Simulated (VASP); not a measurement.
# Nd3H2 (P6/mmm) in VASP: further runs, part 2 of 2

VASP 6.6.1. The steps go on from the part before.

### 3 Single point, PBE

This run uses another cell than the first one, of 22.67 Å³/atom.

Contents of INCAR:

```
SYSTEM = Nd3H2
PREC = Accurate
ENCUT = 500
EDIFF = 1E-6
ISMEAR = 0
SIGMA = 0.1
LREAL = .FALSE.
LASPH = .TRUE.
NELM = 200
ALGO = Normal
ISIF = 2
LWAVE = .FALSE.
LCHARG = .TRUE.
GGA = PE
LELF = .TRUE.
LVHAR = .TRUE.
NBANDS = 26
GGA_COMPAT = .FALSE.
LMAXMIX = 6
```

Contents of KPOINTS:

```
regular mesh
0
G
  6 6 4
  0 0 0
```

Contents of POSCAR:

```
Nd3H2
1.0
    5.4096967966      0.0000000033      0.0000000000
   -2.7048484012      4.6849348510      0.0000000000
    0.0000000000      0.0000000000      4.4724441958
Nd H
3 2
Direct
    0.0000000000      0.0000000000      0.0000000000
    0.3333333333      0.6666666667      0.5000000000
    0.6666666667      0.3333333333      0.5000000000
    0.3333333333      0.6666666667      0.0000000000
    0.6666666667      0.3333333333      0.0000000000
```

Potentials or basis: VASP PAW PBE potentials, release 64 (Nd_3, H), 4f in core.

Run with:

```bash
$ cat potpaw_PBE.64/Nd_3/POTCAR potpaw_PBE.64/H/POTCAR > POTCAR
$ mpirun -np 1 vasp_std > vasp.out
```

It took 99 s on 1 thread of Intel Xeon Platinum 8375C at 2.90GHz (Ice Lake), shared host; peak memory 0.25 GiB.

It converged, with:

| Item | Value |
| --- | --- |
| Free energy | -20.2321 eV |
| Pressure | 0.3 GPa |
| Band gap on the k mesh | zero (an odd number of electrons rules out a gap without spin polarisation) |

Levels at points of the mesh, in eV from the Fermi level:
| k point | band 15 | band 16 | band 17 | band 18 | band 19 | band 20 | band 21 | band 22 |
| --- | --- | --- | --- | --- | --- | --- | --- | --- |
| (0.00, 0.00, 0.00) | -2.52 | 0.50 | 0.50 | 0.81 | 0.81 | 1.12 | 1.12 | 1.12 |
| (0.50, 0.00, 0.00) | -1.90 | -0.24 | 0.15 | 0.21 | 0.32 | 1.11 | 1.18 | 1.37 |
| (0.00, 0.00, 0.50) | -1.38 | -1.35 | -1.35 | -0.54 | -0.54 | 2.45 | 2.45 | 2.46 |
| (0.50, 0.00, 0.50) | -0.99 | -0.70 | -0.67 | -0.49 | -0.49 | 1.22 | 1.72 | 2.16 |

Caveat: spin-orbit coupling is left out, which moves the levels of the heavy elements; the 4f electrons are frozen in the core, so they carry no moment and show no levels.

### 4 Relaxation of cell and atoms, PBE

Contents of INCAR:

```
PREC = Accurate
ENCUT = 500
EDIFF = 1E-7
ISMEAR = 0
SIGMA = 0.1
LREAL = F
LASPH = T
NELM = 200
ALGO = Normal
ISIF = 3
LWAVE = F
LCHARG = F
GGA = PE
IBRION = 2
NSW = 90
EDIFFG = -0.04
GGA_COMPAT = F
NELMIN = 4
LMAXMIX = 6
```

Contents of KPOINTS:

```
Automatic mesh
0
Gamma
  6 6 4
```

Contents of POSCAR:

```
Nd3H2
1.0
    4.6865532500      0.0000000000      0.0000000000
   -2.3432766300      4.0586741700      0.0000000000
    0.0000000000      0.0000000000      5.3373561500
Nd H
3 2
Direct
    0.0000000000      0.0000000000      0.0000000000
    0.3333333300      0.6666666700      0.5000000000
    0.6666666700      0.3333333300      0.5000000000
    0.3333333300      0.6666666700      0.0000000000
    0.6666666700      0.3333333300      0.0000000000
```

Run with:

```bash
$ cat potpaw_PBE.64/Nd_3/POTCAR potpaw_PBE.64/H/POTCAR > POTCAR
$ mpirun -np 1 vasp_std > vasp.out
```

It took 7.5 min on 1 thread of Intel Xeon Platinum 8375C at 2.90GHz (Ice Lake), shared host; peak memory 0.24 GiB.

It converged, with:

- Free energy: -20.2183 eV
- Relaxed volume: 22.93 Å³/atom
- Relaxed cell: a = 5.443 Å, b = 5.443 Å, c = 4.468 Å, α = 90.00°, β = 90.00°, γ = 120.00°
- Space group after relaxing (to 0.1 Å): P6/mmm (No. 191)
- Energy gained by relaxing: 193.9 meV/atom
- Ionic steps: 7
- Pressure after relaxing: 0.0 GPa
- Band gap on the k mesh: zero (an odd number of electrons rules out a gap without spin polarisation)

The path:
| step | energy change (eV) | largest force (eV/Å) | pressure (GPa) | volume (Å³) |
| --- | --- | --- | --- | --- |
| 1 | 0.0000 | 0.0000 | 2.96 | 101.52 |
| 2 | -0.5008 | 0.0000 | -0.32 | 106.85 |
| 3 | -0.8070 | 0.0000 | -1.62 | 112.49 |
| 4 | -0.9274 | 0.0000 | -0.46 | 121.74 |
| 5 | -0.9476 | 0.0000 | -1.49 | 118.06 |
| 6 | -0.9645 | 0.0000 | 0.74 | 113.07 |
| 7 | -0.9695 | 0.0000 | -0.02 | 114.64 |

Final structure:
```xyz
5
Lattice="5.4434 0.0000 0.0000 -2.7217 4.7141 0.0000 0.0000 0.0000 4.4677" Properties=species:S:1:pos:R:3 pbc="T T T"
Nd    0.0000    0.0000    0.0000
Nd    0.0000    3.1427    2.2338
Nd    2.7217    1.5714    2.2338
H     0.0000    3.1427    0.0000
H     2.7217    1.5714    0.0000
```

Levels at points of the mesh, in eV from the Fermi level:
```tsv
k point	band 16	band 17	band 18	band 19	band 20	band 21
(0.00, 0.00, 0.00)	0.47	0.47	0.78	0.78	1.13	1.13
(0.50, 0.00, 0.00)	-0.20	0.10	0.21	0.26	1.12	1.20
(0.00, 0.00, 0.50)	-1.34	-1.34	-0.56	-0.56	2.40	2.59
(0.50, 0.00, 0.50)	-0.69	-0.65	-0.50	-0.48	1.19	1.65
```

Caveat: a cell axis changed by over 15 % at a fixed basis, so the end point is rough; spin-orbit coupling is left out, which moves the levels of the heavy elements; the 4f electrons are frozen in the core, so they carry no moment and show no levels. Spin polarisation is off, so any magnetic state and its effect on volume and gap are missing.

### 5 Single point, PBE

This run uses another cell than the first one, of 22.53 Å³/atom.

Contents of INCAR:

```
PREC = Accurate
ENCUT = 500
EDIFF = 1E-6
ISMEAR = 0
SIGMA = 0.1
LREAL = F
LASPH = T
NELM = 200
ALGO = Normal
ISIF = 2
LWAVE = F
LCHARG = F
GGA = PE
NBANDS = 26
GGA_COMPAT = F
LMAXMIX = 6
```

Contents of KPOINTS:

```
Automatic mesh
0
Gamma
  12 12 8
```

Contents of POSCAR:

```
Nd3H2
1.0
    5.3857993526      0.0000000000      0.0000000000
   -2.6928996763      4.6642390590      0.0000000000
    0.0000000000      0.0000000000      4.4842500740
Nd H
3 2
Direct
    0.0000000000      0.0000000000      0.0000000000
    0.3333333333      0.6666666667      0.5000000000
    0.6666666667      0.3333333333      0.5000000000
    0.3333333333      0.6666666667      0.0000000000
    0.6666666667      0.3333333333      0.0000000000
```

Run with:

```bash
$ cat potpaw_PBE.64/Nd_3/POTCAR potpaw_PBE.64/H/POTCAR > POTCAR
$ mpirun -np 1 vasp_std > vasp.out
```

Run time: 6.2 min. Hardware: 1 thread of Intel Xeon Platinum 8375C at 2.90GHz (Ice Lake), shared host; peak memory 0.37 GiB.

Results (log left out):

```yaml
Free_energy: -20.2515 eV
Pressure: 0.2 GPa
Band_gap_on_the_k_mesh: zero (an odd number of electrons rules out a gap without spin polarisation)
```

Stress tensor (GPa, compression positive):
```
0.11 0.00 0.00
0.00 0.11 0.00
0.00 0.00 0.30
```

Levels at points of the mesh, in eV from the Fermi level:
| k point | band 13 | band 14 | band 15 | band 16 | band 17 | band 18 | band 19 | band 20 | band 21 | band 22 |
| --- | --- | --- | --- | --- | --- | --- | --- | --- | --- | --- |
| (0.00, 0.00, 0.00) | -5.81 | -3.47 | -2.50 | 0.53 | 0.53 | 0.85 | 0.85 | 1.12 | 1.12 | 1.12 |
| (0.50, 0.00, 0.00) | -4.78 | -4.55 | -1.90 | -0.26 | 0.21 | 0.21 | 0.38 | 1.11 | 1.17 | 1.42 |
| (0.00, 0.00, 0.50) | -3.81 | -1.60 | -1.34 | -1.33 | -1.33 | -0.52 | -0.52 | 2.51 | 2.51 | 2.52 |
| (0.50, 0.00, 0.50) | -2.93 | -2.80 | -0.96 | -0.68 | -0.68 | -0.48 | -0.46 | 1.27 | 1.77 | 2.20 |

Caveat: spin-orbit coupling is left out, which moves the levels of the heavy elements; the 4f electrons are frozen in the core, so they carry no moment and show no levels. Spin polarisation is off, so any magnetic state and its effect on volume and gap are missing.

### 6 Relaxation of cell and atoms, PBE

This run uses another cell than the first one, of 22.67 Å³/atom.

Contents of INCAR:

```
PREC = Accurate
ENCUT = 500
EDIFF = 1E-7
ISMEAR = 0
SIGMA = 0.1
LREAL = F
LASPH = T
NELM = 200
ALGO = Normal
ISIF = 3
LWAVE = F
LCHARG = F
GGA = PE
IBRION = 2
NSW = 100
EDIFFG = -0.01
GGA_COMPAT = F
NELMIN = 4
LMAXMIX = 6
```

KPOINTS is that of step 5.

Changes to POSCAR since step 5:

```diff
@@ -2,5 +2,5 @@
 1.0
-    5.3857993526      0.0000000000      0.0000000000
-   -2.6928996763      4.6642390590      0.0000000000
-    0.0000000000      0.0000000000      4.4842500740
+    5.4096967966      0.0000000000      0.0000000000
+   -2.7048483983      4.6849348527      0.0000000000
+    0.0000000000      0.0000000000      4.4724441958
 Nd H
```

Potentials or basis: VASP PAW PBE potentials, release 64 (Nd_3, H), 4f in core.

Run with:

```bash
$ cat potpaw_PBE.64/Nd_3/POTCAR potpaw_PBE.64/H/POTCAR > POTCAR
$ mpirun -np 1 vasp_std > vasp.out
```

Run time: 19 min. Hardware: 1 thread of Intel Xeon Platinum 8375C at 2.90GHz (Ice Lake), shared host; peak memory 0.38 GiB.

It converged, with:

```yaml
Free_energy: -20.2519 eV
Relaxed_volume: 22.61 Å³/atom
Relaxed_cell: a = 5.390 Å, b = 5.390 Å, c = 4.494 Å, α = 90.00°, β = 90.00°, γ = 120.00°
Space_group_after_relaxing_to_0.1_Å: P6/mmm (No. 191)
Energy_gained_by_relaxing: 0.1 meV/atom
Ionic_steps: 5
Pressure_after_relaxing: 0.0 GPa
Band_gap_on_the_k_mesh: zero (an odd number of electrons rules out a gap without spin polarisation)
```

Step by step:
```csv
step,energy change (eV),largest force (eV/Å),pressure (GPa),volume (Å³)
1,0.0000,0.0000,0.08,113.35
2,-0.0004,0.0000,-0.05,113.53
3,-0.0004,0.0000,-0.11,113.61
4,-0.0006,0.0000,-0.07,113.40
5,-0.0007,0.0000,-0.01,113.05
```

Final structure:
```xyz
5
Lattice="5.3895 0.0000 0.0000 -2.6948 4.6675 0.0000 0.0000 0.0000 4.4940" Properties=species:S:1:pos:R:3 pbc="T T T"
Nd    0.0000    0.0000    0.0000
Nd    0.0000    3.1116    2.2470
Nd    2.6948    1.5558    2.2470
H     0.0000    3.1116    0.0000
H     2.6948    1.5558    0.0000
```

Levels at points of the mesh, in eV from the Fermi level:
```
           k point  band 13  band 14  band 15  band 16  band 17  band 18  band 19  band 20  band 21
(0.00, 0.00, 0.00)    -5.80    -3.46    -2.50     0.53     0.53     0.84     0.84     1.11     1.11
(0.50, 0.00, 0.00)    -4.77    -4.54    -1.89    -0.27     0.21     0.21     0.38     1.10     1.16
(0.00, 0.00, 0.50)    -3.82    -1.61    -1.35    -1.32    -1.32    -0.51    -0.51     2.50     2.51
(0.50, 0.00, 0.50)    -2.93    -2.80    -0.96    -0.68    -0.67    -0.48    -0.46     1.27     1.75
```

Caveat: spin-orbit coupling is left out, which moves the levels of the heavy elements; the 4f electrons are frozen in the core, so they carry no moment and show no levels.

### 7 Overview

| task | cell | k mesh | gap on the mesh (eV) | pressure (GPa) | relaxed volume (Å³/atom) |
| --- | --- | --- | --- | --- | --- |
| single point | a = 4.687, b = 4.687, c = 5.337 Å, angles 90.0, 90.0, 120.0°, 5 atoms | 6 × 6 × 4 | none | 3.0 | - |
| single point | a = 5.410, b = 5.410, c = 4.472 Å, angles 90.0, 90.0, 120.0°, 5 atoms | 6 × 6 × 4 | none | 0.3 | - |
| relaxation of cell and atoms | relaxed from a = 4.687, b = 4.687, c = 5.337 Å, angles 90.0, 90.0, 120.0°, 5 atoms | 6 × 6 × 4 | none | 0.0 | 22.93 |
| single point | a = 5.386, b = 5.386, c = 4.484 Å, angles 90.0, 90.0, 120.0°, 5 atoms | 12 × 12 × 8 | none | 0.2 | - |
| relaxation of cell and atoms | relaxed from a = 5.410, b = 5.410, c = 4.472 Å, angles 90.0, 90.0, 120.0°, 5 atoms | 12 × 12 × 8 | none | 0.0 | 22.61 |

Alike in all rows: level PBE; potentials or basis VASP PAW PBE potentials, release 64 (Nd_3, H), 4f in core; no spin polarisation; cutoff (eV) 500; smearing gaussian 0.1 eV.

Caveats: spin-orbit coupling is left out, which moves the levels of the heavy elements; the 4f electrons are frozen in the core, so they carry no moment and show no levels; the stress differs along the axes, from -7 to 8 GPa (at least some runs); a cell axis changed by over 15 % at a fixed basis, so the end point is rough (at least some runs).

Total energies depend on the potentials used, so only differences within one code and one set of settings carry meaning.
